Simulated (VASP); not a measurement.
## N: single point with PBE

Crystal: N.

```
CELL_PARAMETERS angstrom
4.16723 0.00000 0.00000
-2.08362 3.60893 0.00000
0.00000 0.00000 7.00600
ATOMIC_POSITIONS crystal
N 0.66667 0.33333 0.67107
N 0.66667 0.33333 0.82893
N 0.33333 0.66667 0.17107
N 0.33333 0.66667 0.32893
```

| Property | Result |
| --- | --- |
| Program | VASP 6.6.1 |
| Task | single point |
| Functional | PBE |
| Potentials or basis | VASP PAW PBE potentials, release 64 (N) |
| Cutoff | 520 eV |
| k mesh | 7 × 7 × 4 |
| Occupations | fermi-dirac, width 0.05 eV |
| Spin | no spin polarisation |

The pressure is 1.3 GPa and the largest force is 1.112 eV/Å. The band gap on the k mesh is 7.04 eV, indirect (least direct gap 7.31 eV).

Forces on the atoms (eV/Å):
```
N    0.000  0.000 -1.112
N    0.000  0.000  1.112
N    0.000  0.000 -1.112
N    0.000  0.000  1.112
```

Stress tensor (GPa, compression positive):
```
0.08 0.00 0.00
0.00 0.08 0.00
0.00 0.00 3.85
```

Levels at points of the mesh, in eV from the valence-band top:
| k point | band 7 | band 8 | band 9 | band 10 | band 11 | band 12 | band 13 | band 14 |
| --- | --- | --- | --- | --- | --- | --- | --- | --- |
| (0.00, 0.00, 0.00) | -1.67 | -1.67 | -1.10 | 0.00 | 7.74 | 7.74 | 8.21 | 8.21 |
| (0.00, 0.00, 0.50) | -1.72 | -1.72 | -0.50 | -0.50 | 7.96 | 7.96 | 7.96 | 7.96 |

It took 71 s on 1 thread of AMD EPYC 7R43 64-Core Processor (Zen 3) (shared host), peak memory 0.18 GiB.

Caveat: the standard files for N, O and F lose accuracy on very short bonds; forces of over 1 eV/Å act on the atoms, so gaps and moduli don't describe the material at rest. A k mesh can miss the band edges.
